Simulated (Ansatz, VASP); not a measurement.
**Mo2Ir in VASP and in Ansatz**

```xyz
3
Lattice="4.4243 0.0000 0.0000 -2.2122 3.8316 0.0000 0.0000 0.0000 2.7176" Properties=species:S:1:pos:R:3 pbc="T T T"
Mo    0.0000    2.5544    1.3588
Mo    2.2122    1.2772    1.3588
Ir    0.0000    0.0000    0.0000
```

Alike in both runs: task relaxation of cell and atoms; functional PBE; k mesh 12 × 12 × 16; occupations gaussian, width 0.1 eV; no spin polarisation.

|  | VASP | Ansatz |
| --- | --- | --- |
| version | VASP 6.6.1 | Ansatz 0.2.0 |
| potentials or method | VASP PAW PBE potentials, release 64 (Mo_sv, Ir), cutoff 600 eV | scalar-relativistic, plane waves, PAW |
| valence electrons in the cell | 37 | 45 |

Ansatz gave:

| Item | Value |
| --- | --- |
| gap on the k mesh at the Fermi level, each at its own relaxed structure (eV) | none |
| relaxed volume (Å³/atom) | 15.37 |
| relaxed cell length with the largest relative difference (Å) | 4.426 |

Problem. What did VASP give for the same quantities?

Solution. gap on the k mesh at the Fermi level, each at its own relaxed structure (eV): none; relaxed volume (Å³/atom): 15.40; relaxed cell length with the largest relative difference (Å): 4.429.

A gap of «none» marks a metal or a gap that the smearing closes. VASP's potentials hold 37 valence electrons a cell and Ansatz's 45, so a difference there can come from the potentials and not from the codes.

Spin-orbit coupling is off throughout.
